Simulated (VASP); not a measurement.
Runs of VASP 6.6.1 on BN. The structure is that of space group C2/m (No. 12), or close to it. The cells are those of the table. 

| cell | gap on the mesh (eV) | pressure (GPa) | largest force (eV/Å) |
| --- | --- | --- | --- |
| a = 2.504, b = 2.504, c = 13.804 Å, angles 76.9, 76.9, 60.0°, 8 atoms | (b) | 0.7 | 0.02 |
| a = 2.504, b = 2.504, c = 13.366 Å, angles 86.0, 86.0, 60.0°, 8 atoms | 3.95 | 0.8 | 0.05 |
| a = 2.504, b = 2.504, c = 13.560 Å, angles 80.7, 80.7, 60.0°, 8 atoms | 4.07 | 0.7 | 0.03 |
| a = 2.504, b = 2.504, c = 13.498 Å, angles 82.0, 82.0, 60.0°, 8 atoms | (a) | 0.7 | 0.05 |
| a = 2.504, b = 2.504, c = 13.342 Å, angles 87.3, 87.3, 60.0°, 8 atoms | 4.02 | 0.8 | 0.04 |
| a = 2.504, b = 2.504, c = 13.444 Å, angles 83.3, 83.3, 60.0°, 8 atoms | 3.95 | 0.8 | 0.05 |
| a = 2.504, b = 2.504, c = 13.327 Å, angles 88.7, 88.7, 60.0°, 8 atoms | 4.13 | 0.7 | 0.02 |

Alike in all rows: task single point; level PBE+D3(BJ); potentials or basis VASP PAW PBE potentials, release 64 (B, N); no spin polarisation; k mesh 10 × 10 × 2; cutoff (eV) 520; smearing gaussian 0.05 eV.

Task: Fill in the values left out.

Result: (a) 4.00; (b) 3.99.

A k mesh can miss the band edges.
